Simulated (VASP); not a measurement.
A run of VASP 6.6.1 is set up as follows.

INCAR

```
  ALGO = Normal
  EDIFF = 1E-7
  ENCUT = 520
  GGA = CA
  ISIF = 2
  ISMEAR = 0
  ISPIN = 2
  LASPH = T
  LCHARG = F
  LMAXMIX = 4
  LORBIT = 11
  LREAL = F
  LWAVE = F
  MAGMOM = 0.5
  NBANDS = 15
  NELM = 150
  PREC = Accurate
  SIGMA = 0.01
```

The input KPOINTS:

```
k-points
0
Gamma
  14 14 14
```

POSCAR

```
Pd
1.0
    0.0000000000      1.9202771092      1.9202771092
    1.9202771092      0.0000000000      1.9202771092
    1.9202771092      1.9202771092      0.0000000000
Pd
1
Direct
    0.0000000000      0.0000000000      0.0000000000
```

Potentials or basis: VASP PAW LDA potentials, release 64 (Pd).

The run is started by

```console
$ cat potpaw_LDA.64/Pd/POTCAR > POTCAR
$ mpirun -np 1 vasp_std > vasp.out
```

(1) Estimate the site moments.

(2) Predict the net moment.

(3) What does it give for the pressure?

## Answers

(1) Pd +0.32 μB.

(2) 0.32 μB per cell.

(3) 0.4 GPa.
